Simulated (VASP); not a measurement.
Input of a VASP 6.6.1 run:

Contents of INCAR:

```
  ALGO = Normal
  EDIFF = 1E-7
  ENCUT = 520
  ISIF = 2
  ISMEAR = -1
  LASPH = T
  LCHARG = F
  LREAL = F
  LWAVE = F
  NBANDS = 16
  NELM = 100
  PREC = Accurate
  SIGMA = 0.15
```

Contents of KPOINTS:

```
k-points
0
Gamma
  12 12 12
```

POSCAR

```
InAs
1.0
    0.0000000000      2.9207691722      2.9207691722
    2.9207691722      0.0000000000      2.9207691722
    2.9207691722      2.9207691722      0.0000000000
In As
1 1
Direct
    0.0000000000      0.0000000000      0.0000000000
    0.7500000000      0.7500000000      0.7500000000
```

Potentials or basis: VASP PAW LDA potentials, release 64 (In_d, As).

Launch:

```sh
$ cat potpaw_LDA.64/In_d/POTCAR potpaw_LDA.64/As/POTCAR > POTCAR
$ mpirun -np 1 vasp_std > vasp.out
```

(1) Estimate the pressure.

(2) What does it give for the band gap on the k mesh?

Results:

(1) 7.2 GPa.

(2) 0.14 eV.

Caveat: the cell stands under pressure; the smearing spreads over this small gap; semilocal functionals underestimate gaps, and a narrow one can read as zero; spin-orbit coupling is left out, which moves the levels of the heavy elements.
